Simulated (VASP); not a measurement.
The system is BN.

```
B N
1.0
     2.50084    0.00000    0.00000
    -1.25042    2.16579    0.00000
     0.00000    0.00000    6.89313
B N
2 2
Direct
  0.33333 0.66667 0.25000
  0.66667 0.33333 0.75000
  0.66667 0.33333 0.25000
  0.33333 0.66667 0.75000
```

Base run:

* Program: VASP 6.6.1
* Functional: r2SCAN
* Potentials or basis: VASP PAW PBE potentials, release 64 (B, N)
* Cutoff: 520 eV
* k mesh: 12 × 12 × 4
* Occupations: gaussian, width 0.01 eV
* Spin: no spin polarisation

Its results: band gap on the k mesh 4.93 eV, indirect (least direct gap 5.37 eV); pressure 0.4 GPa.

Problem. The run is repeated on the same cell with these changes: functional from r2SCAN to PBE. What comes out?

Solution. Band gap on the k mesh 4.34 eV, indirect (least direct gap 4.66 eV); pressure 3.9 GPa.

r2SCAN gives the wider gap, since meta-GGAs in the generalised Kohn-Sham scheme recover part of the derivative discontinuity.

Caveats: the PAW data sets were made with another functional, which shifts forces and pressure a little (some runs); this functional lacks dispersion, which binds the layers, so the pressure and a relaxed spacing across them are unreliable (some runs).

A k mesh can miss the band edges.
